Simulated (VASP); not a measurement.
A run of VASP 6.6.1:

Contents of POSCAR:

```
ZnS
1.0
    0.0000000000      2.6940955616      2.6940955616
    2.6940955616      0.0000000000      2.6940955616
    2.6940955616      2.6940955616      0.0000000000
Zn S
1 1
Direct
    0.2500000000      0.2500000000      0.2500000000
    0.0000000000      0.0000000000      0.0000000000
```

The input INCAR.step1:

```
PREC = Accurate ; ENCUT = 520
EDIFF = 1E-5 ; ISMEAR = 0
SIGMA = 0.01 ; LREAL = F
LASPH = T ; NELM = 80
ALGO = Normal ; ISIF = 2
LWAVE = T ; LCHARG = F
NBANDS = 16 ; GGA = PE
```

Contents of INCAR.step2:

```
PREC = Accurate ; ENCUT = 520
EDIFF = 1E-6 ; ISMEAR = 0
SIGMA = 0.01 ; LREAL = F
LASPH = T ; NELM = 80
ALGO = Normal ; ISIF = 2
LWAVE = F ; LCHARG = F
GGA = PE ; LHFCALC = T
HFSCREEN = 0.2079 ; PRECFOCK = Normal
NBANDS = 16 ; ISTART = 1
```

File KPOINTS:

```
Automatic mesh
0
Gamma
  6 6 6
```

Potentials or basis: VASP PAW PBE potentials, release 64 (Zn, S).

Run with:

```bash
$ cat potpaw_PBE.64/Zn/POTCAR potpaw_PBE.64/S/POTCAR > POTCAR
$ cp INCAR.step1 INCAR
$ mpirun -np 1 vasp_std > vasp.out
$ cp INCAR.step2 INCAR
$ mpirun -np 1 vasp_std > vasp.out
```

Hardware: 1 thread of AMD EPYC 7R13 Processor (Zen 3), with other jobs on the host.

Q: Estimate the wall time of this run.

A: Run time: 37 min on 1 thread of AMD EPYC 7R13 Processor (Zen 3) (shared host), peak memory 0.24 GiB. Counts: k points 16.
